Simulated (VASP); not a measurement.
# Ti3Al (Fm-3m) in VASP: single point with PBE

Aim: the single point of Ti3Al with PBE.

Everything below comes from runs of VASP 6.6.1. Logs are shortened: lines on timing, memory, paths and dates and some standing lists are left out, and cuts for length are marked.

### Step 1. The cell of the first run

The structure is cubic, space group Fm-3m (No. 225). The conventional cell has a = 6.461 Å, b = 6.461 Å, c = 6.461 Å, α = 90.00°, β = 90.00°, γ = 90.00°. Within 3.7 Å of Ti (site symmetry -43m) lie 4 Al at 2.80 Å and 10 Ti at 2.80 to 3.23 Å. Within 3.7 Å of Ti (site symmetry m-3m) lie 8 Ti at 2.80 Å and 6 Al at 3.23 Å. Within 3.7 Å of Al (site symmetry m-3m) lie 14 Ti at 2.80 to 3.23 Å.

### Step 2. Single point, PBE, collinear spin

INCAR

```
SYSTEM = Ti3Al
ALGO = Normal ; EDIFF = 1E-6
ENCUT = 500 ; GGA = PE
GGA_COMPAT = .FALSE. ; ISIF = 2
ISMEAR = 0 ; ISPIN = 2
LASPH = .TRUE. ; LCHARG = .FALSE.
LMAXMIX = 4 ; LORBIT = 11
LREAL = .FALSE. ; LWAVE = .FALSE.
MAGMOM = 0.27 0.27 1.13 0 ; NBANDS = 32
NELM = 200 ; PREC = Accurate
SIGMA = 0.15
```

KPOINTS

```
k-points
0
G
  12 12 12
  0 0 0
```

POSCAR

```
Ti3Al
1.0
    0.0000000000      3.2303445812      3.2303445812
    3.2303445812      0.0000000000      3.2303445812
    3.2303445812      3.2303445812      0.0000000000
Ti Al
3 1
Direct
    0.7500000000      0.7500000000      0.7500000000
    0.2500000000      0.2500000000      0.2500000000
    0.0000000000      0.0000000000      0.0000000000
    0.5000000000      0.5000000000      0.5000000000
```

Potentials or basis: VASP PAW PBE potentials, release 64 (Ti_sv, Al).

Launch:

```
> cat potpaw_PBE.64/Ti_sv/POTCAR potpaw_PBE.64/Al/POTCAR > POTCAR
> mpirun -np 1 vasp_std > vasp.out
```

OUTCAR:

```text
SYSTEM = Ti3Al
   EDIFF = 1E-6
   ENCUT = 500
   GGA = PE
   ISIF = 2
   ISMEAR = 0
   ISPIN = 2
   LASPH = .TRUE.
   LORBIT = 11
   LREAL = .FALSE.
   NELM = 200
   PREC = Accurate

 ion  position               nearest neighbor table
   1  0.750  0.750  0.750-   4 2.80   4 2.80   4 2.80   3 2.80   3 2.80   3 2.80   4 2.80   3 2.80

   2  0.250  0.250  0.250-   3 2.80   3 2.80   3 2.80   4 2.80   4 2.80   4 2.80   4 2.80   3 2.80

   3  0.000  0.000  0.000-   1 2.80   1 2.80   1 2.80   2 2.80   2 2.80   2 2.80   2 2.80   1 2.80

   4  0.500  0.500  0.500-   2 2.80   2 2.80   2 2.80   1 2.80   1 2.80   1 2.80   2 2.80   1 2.80

  LATTYP: Found a face centered cubic cell.
 ALAT       =     6.4606891624

  Lattice vectors:

 A1 = (   0.0000000000,   3.2303445812,   3.2303445812)
 A2 = (   3.2303445812,   0.0000000000,   3.2303445812)
 A3 = (   3.2303445812,   3.2303445812,   0.0000000000)

Analysis of symmetry for initial positions (statically):
=====================================================================
 Subroutine PRICEL returns:
 Original cell was already a primitive cell.

 Routine SETGRP: Setting up the symmetry group for a
 face centered cubic supercell.

 Subroutine GETGRP returns: Found 48 space group operations
 (whereof 48 operations were pure point group operations)
 out of a pool of 48 trial point group operations.

The static configuration has the point symmetry O_h .

Analysis of symmetry for dynamics (positions and initial velocities):
=====================================================================
 Subroutine PRICEL returns:
 Original cell was already a primitive cell.

 Routine SETGRP: Setting up the symmetry group for a
 face centered cubic supercell.

 Subroutine GETGRP returns: Found 48 space group operations
 (whereof 48 operations were pure point group operations)
 out of a pool of 48 trial point group operations.

The dynamic configuration has the point symmetry O_h .

Analysis of structural, dynamic, and magnetic symmetry:
=====================================================================
 Subroutine PRICEL returns:
 Original cell was already a primitive cell.

 Routine SETGRP: Setting up the symmetry group for a
 face centered cubic supercell.

 Subroutine GETGRP returns: Found 48 space group operations
 (whereof 48 operations were pure point group operations)
 out of a pool of 48 trial point group operations.

The overall configuration has the point symmetry O_h .

 Subroutine INISYM returns: Found 48 space group operations
 (whereof 48 operations are pure point group operations),
 and found     1 'primitive' translations

----------------------------------------------------------------------------------------

                                     Primitive cell

  volume of cell :      67.4181

  direct lattice vectors                    reciprocal lattice vectors
     0.000000000  3.230344581  3.230344581    -0.154782249  0.154782249  0.154782249
     3.230344581  0.000000000  3.230344581     0.154782249 -0.154782249  0.154782249
     3.230344581  3.230344581  0.000000000     0.154782249  0.154782249 -0.154782249

  length of vectors
     4.568397118  4.568397118  4.568397118     0.268090720  0.268090720  0.268090720

  position of ions in fractional coordinates (direct lattice)
     0.750000000  0.750000000  0.750000000
     0.250000000  0.250000000  0.250000000
     0.000000000  0.000000000  0.000000000
     0.500000000  0.500000000  0.500000000

  ion indices of the primitive-cell ions
   primitive index   ion index
                 1           1
                 2           2
                 3           3
                 4           4

----------------------------------------------------------------------------------------

 KPOINTS: k-points

Automatic generation of k-mesh.
 Grid dimensions read from file:
 generate k-points for:   12   12   12

 Generating k-lattice:

  Cartesian coordinates                     Fractional coordinates (reciprocal lattice)
    -0.012898521  0.012898521  0.012898521     0.083333333  0.000000000  0.000000000
     0.012898521 -0.012898521  0.012898521     0.000000000  0.083333333  0.000000000
     0.012898521  0.012898521 -0.012898521     0.000000000  0.000000000  0.083333333

  Length of vectors
     0.022340893  0.022340893  0.022340893

  Shift w.r.t. Gamma in fractional coordinates (k-lattice)
     0.000000000  0.000000000  0.000000000

 Subroutine IBZKPT returns following result:
 ===========================================

 Found     72 irreducible k-points:

 Following reciprocal coordinates:
            Coordinates               Weight
  0.000000  0.000000  0.000000      1.000000
  0.083333  0.000000  0.000000      8.000000
  0.166667  0.000000  0.000000      8.000000
  0.250000  0.000000  0.000000      8.000000
  0.333333  0.000000  0.000000      8.000000
  0.416667  0.000000  0.000000      8.000000
[... 16 lines left out ...]
  0.500000  0.166667  0.000000     24.000000
 -0.416667  0.166667  0.000000     24.000000
 [... further k-points ...]
   k-points           NKPTS =     72   k-points in BZ     NKDIM =     72   number of bands    NBANDS=     32
   number of dos      NEDOS =    301   number of ions     NIONS =      4
   total plane-waves  NPLWV =  46656
   dimension x,y,z NGX =    36 NGY =   36 NGZ =   36
   dimension x,y,z NGXF=    72 NGYF=   72 NGZF=   72
   ions per type =               3   1
   NGX,Y,Z   is equivalent  to a cutoff of  13.10, 13.10, 13.10 a.u.
   NGXF,Y,Z  is equivalent  to a cutoff of  26.20, 26.20, 26.20 a.u.
 SYSTEM =  Ti3Al
   PREC   = accura    normal or accurate (medium, high low for compatibility)
   ISTART =      0    job   : 0-new  1-cont  2-samecut
   ICHARG =      2    charge: 1-file 2-atom 10-const
   ISPIN  =      2    spin polarized calculation?
   LNONCOLLINEAR =      F non collinear calculations
   LSORBIT =      F    spin-orbit coupling
   LASPH  =      T    aspherical Exc in radial PAW
   ENCUT  =  500.0 eV  36.75 Ry    6.06 a.u.   8.33  8.33  8.33*2*pi/ulx,y,z
   NELM   =    200;   NELMIN=  2; NELMDL= -5     # of ELM steps
   EDIFF  = 0.1E-05   stopping-criterion for ELM
   LREAL  =      F    real-space projection
   EDIFFG = 0.1E-04   stopping-criterion for IOM
   NSW    =      0    number of steps for IOM
   IBRION =     -1    ionic relax: 0-MD 1-quasi-New 2-CG
   NFREE  =      0    steps in history (QN), initial steepest desc. (CG)
   ISIF   =      2    stress and relaxation
   ISYM   =      2    0-nonsym 1-usesym 2-fastsym
   POTIM  = 0.5000    time-step for ionic-motion
   TEBEG  =    0.0;   TEEND  =   0.0 temperature during run
   PSTRESS=    0.0 pullay stress
   NELECT =      39.0000    total number of electrons
   NUPDOWN=      -1.0000    fix difference up-down
   EMIN   =  10.00;   EMAX   =-10.00  energy-range for DOS
   EFERMI =   0.00;   METHOD = LEGACY
   ISMEAR =     0;   SIGMA  =   0.15  broadening in eV -4-tet -1-fermi 0-gaus
   EFERMI_NEDOS =   21; number of points for ismear=-14 and -15
   IALGO  =     38    algorithm
   IMIX   =      4    mixing-type and parameters
     AMIX     =   0.40;   BMIX     =  1.00
     AMIX_MAG =   1.60;   BMIX_MAG =  1.00
  volume/ion in A,a.u.               =      16.85       113.74
  Fermi-wavevector in a.u.,A,eV,Ry     =   1.364073  2.577724 25.316283  1.860694
  Thomas-Fermi vector in A             =   2.490420
   LORBIT       =     11    0 simple, 1 ext, 2 COOP (PROOUT), +10 PAW based schemes
   GGA     = PE    functional components
   LHFCALC =     F    Hartree Fock is set to
   AEXX    =    0.0000 exact exchange contribution
   IVDW    =     0    specifies the selected vdW correction
   LEPSILON=     F    determine dielectric tensor
   LRPA    =     F    only Hartree local field effects (RPA)
 spin polarized calculation
 Gauss-broadening in eV      SIGMA  =   0.15
  energy-cutoff  :      500.00
  volume of cell :       67.42
 maximum number of plane-waves:      1735
 NGX is ok and might be reduce to    36
   NGX = 17   NGY = 17   NGZ = 17

 number of electron      39.0000008 magnetization       1.9754827

 Free energy of the ion-electron system (eV)
  ---------------------------------------------------
  ext. energy  EPLUGINS =         0.00000000
  ---------------------------------------------------
  free energy    TOTEN  =       -27.92060479 eV

  energy without entropy =      -27.86087296  energy(sigma->0) =      -27.89073888

 E-fermi :   8.1059     XC(G=0): -11.2463

 val. band max:        8.1045523197   @ k =  -0.4167   0.1667   0.0833
 cond. band min:       8.1083007967   @ k =  -0.3333   0.2500   0.0000
 fundamental gap:      0.0037484770
 Fermi energy:         8.1059163904

 spin component 1

 k-point     1 :       0.0000    0.0000    0.0000
  band No.  band energies     occupation
      1     -48.6773      1.00000
      2     -48.5753      1.00000
      3     -48.4903      1.00000
      4     -25.0095      1.00000
      5     -25.0095      1.00000
      6     -25.0095      1.00000
[... 23 lines left out ...]
     30      13.7167      0.00000
     31      13.7167      0.00000

 k-point     2 :       0.0833    0.0000    0.0000
  band No.  band energies     occupation
      1     -48.6748      1.00000
      2     -48.5759      1.00000
      3     -48.4924      1.00000
      4     -25.0211      1.00000
      5     -25.0163      1.00000
      6     -25.0163      1.00000
[... 23 lines left out ...]
     30      13.7580      0.00000
     31      13.7580      0.00000

 k-point     3 :       0.1667    0.0000    0.0000
  band No.  band energies     occupation
      1     -48.6674      1.00000
      2     -48.5777      1.00000
      3     -48.4981      1.00000
      4     -25.0387      1.00000
      5     -25.0319      1.00000
      6     -25.0319      1.00000
[... 703 lines left out ...]
     30      12.3217      0.00000
     31      12.5590      0.00000

 k-point    24 :      -0.4167    0.1667    0.0000
  band No.  band energies     occupation
      1     -48.6171      1.00000
      2     -48.5921      1.00000
      3     -48.5343      1.00000
      4     -25.0918      1.00000
      5     -25.0832      1.00000
      6     -25.0386      1.00000
[... 23 lines left out ...]
     30      12.3543      0.00000
     31      12.6030      0.00000

 [... further k-points ...]

 spin component 2

 k-point     1 :       0.0000    0.0000    0.0000
  band No.  band energies     occupation
      1     -48.4104      1.00000
      2     -48.3660      1.00000
      3     -47.6512      1.00000
      4     -24.7028      1.00000
      5     -24.7028      1.00000
      6     -24.7028      1.00000
[... 23 lines left out ...]
     30      13.9524      0.00000
     31      13.9524      0.00000

 k-point     2 :       0.0833    0.0000    0.0000
  band No.  band energies     occupation
      1     -48.4094      1.00000
      2     -48.3666      1.00000
      3     -47.6518      1.00000
      4     -24.7088      1.00000
      5     -24.7033      1.00000
      6     -24.7033      1.00000
[... 23 lines left out ...]
     30      13.9971      0.00000
     31      13.9971      0.00000

 k-point     3 :       0.1667    0.0000    0.0000
  band No.  band energies     occupation
      1     -48.4063      1.00000
      2     -48.3683      1.00000
      3     -47.6533      1.00000
      4     -24.7182      1.00000
      5     -24.7045      1.00000
      6     -24.7045      1.00000
[... 703 lines left out ...]
     30      12.6498      0.00000
     31      12.9073      0.00000

 k-point    24 :      -0.4167    0.1667    0.0000
  band No.  band energies     occupation
      1     -48.3857      1.00000
      2     -48.3825      1.00000
      3     -47.6601      1.00000
      4     -24.7436      1.00000
      5     -24.7287      1.00000
      6     -24.6940      1.00000
[... 23 lines left out ...]
     30      12.7072      0.00000
     31      12.8973      0.00000

 [... further k-points ...]

 [bands above 31 left out]

------------------------ aborting loop because EDIFF is reached ----------------------------------------

  FORCE on cell =-STRESS in cart. coord.  units (eV):
  Direction    XX          YY          ZZ          XY          YZ          ZX
  --------------------------------------------------------------------------------------
  -------------------------------------------------------------------------------------
  Total       -0.0399931     -0.0399931     -0.0399931      0.0000000      0.0000000     -0.0000000
  in kB       -0.9504275     -0.9504275     -0.9504275      0.0000000      0.0000000     -0.0000000
  external PRESSURE =      -0.9504275 kB  Pullay stress =       0.0000000 kB

 VOLUME and BASIS-vectors are now :
 -----------------------------------------------------------------------------
  energy-cutoff  :      500.00
  volume of cell :       67.42
      direct lattice vectors                 reciprocal lattice vectors
     0.000000000  3.230344581  3.230344581    -0.154782249  0.154782249  0.154782249
     3.230344581  0.000000000  3.230344581     0.154782249 -0.154782249  0.154782249
     3.230344581  3.230344581  0.000000000     0.154782249  0.154782249 -0.154782249

 POSITION                                       TOTAL-FORCE (eV/Angst)
 -----------------------------------------------------------------------------------
      4.84552      4.84552      4.84552         0.000000      0.000000      0.000000
      1.61517      1.61517      1.61517        -0.000000     -0.000000     -0.000000
      0.00000      0.00000      0.00000        -0.000000      0.000000     -0.000000
      3.23034      3.23034      3.23034        -0.000000      0.000000     -0.000000
 -----------------------------------------------------------------------------------
    total drift:                                0.000000      0.000000      0.000000

  FREE ENERGIE OF THE ION-ELECTRON SYSTEM (eV)
  ---------------------------------------------------
  free  energy   TOTEN  =       -27.9206047905 eV

  energy  without entropy=      -27.8608729649  energy(sigma->0) =      -27.89073888

 total charge

# of ion       s       p       d       tot
------------------------------------------
    1        2.211   6.127   1.902  10.239
    2        2.211   6.127   1.902  10.239
    3        2.248   6.097   1.971  10.317
    4        0.406   0.416   0.000   0.822
--------------------------------------------------
tot          7.076  18.766   5.775  31.618

 magnetization (x)

# of ion       s       p       d       tot
------------------------------------------
    1        0.003   0.032   0.210   0.244
    2        0.003   0.032   0.210   0.244
    3        0.014   0.031   0.964   1.009
    4       -0.007  -0.014   0.000  -0.020
--------------------------------------------------
tot          0.013   0.081   1.384   1.477
```

It took 7.6 min on 1 thread of Intel Xeon 8259CL, shared host; peak memory 0.38 GiB.

Results:

- Free energy: -27.9206 eV
- Pressure: -0.1 GPa
- Net moment: 1.98 μB per cell
- Site moments: Ti +0.24, +1.01 (each value once); Al -0.02 μB
- Valence electrons inside the program's atomic spheres: Ti 10.24, 10.32 (each value once); Al 0.82
